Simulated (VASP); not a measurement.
BaH2, 6 atoms in the cell. The structure is hexagonal, space group P6_3/mmc (No. 194). The conventional cell has a = 4.285 Å, b = 4.285 Å, c = 5.522 Å, α = 90.00°, β = 90.00°, γ = 120.00°. Ba (site symmetry -6m2) has 11 H at 2.47 to 2.83 Å within 3.3 Å. H (site symmetry -6m2) has 5 Ba at 2.47 to 2.76 Å and 6 H at 2.83 Å within 3.3 Å. Within 3.6 Å of H (site symmetry -3m) lie 8 H at 2.76 to 2.83 Å and 6 Ba at 2.83 Å. 

```yaml
Program: VASP 6.6.1
Task: single point
Functional: PBEsol
Potentials_or_basis: VASP PAW PBE potentials, release 64 (Ba_sv, H)
Cutoff: 520 eV
k_mesh: 6 × 6 × 6
Occupations: gaussian, width 0.02 eV
Spin: no spin polarisation
Dipole_correction: no
Further_INCAR_settings: ALGO = Normal; EDIFF = 1e-07; NBANDS = 21
```

Potentials or basis: VASP PAW PBE potentials, release 64 (Ba_sv, H).

The run is started by

```console
$ cat potpaw_PBE.64/Ba_sv/POTCAR potpaw_PBE.64/H/POTCAR > POTCAR
$ mpirun -np 1 vasp_std > vasp.out
```

Hardware: 1 thread of Intel(R) Xeon(R) Platinum 8375C CPU @ 2.90GHz (Ice Lake), with other jobs on the host.

Question: Estimate the wall time of this run.

Answer: Run time: 78 s on 1 thread of Intel(R) Xeon(R) Platinum 8375C CPU @ 2.90GHz (Ice Lake), with other jobs on the host, peak memory 0.2 GiB. Counts: scf iterations 15, k points 28.
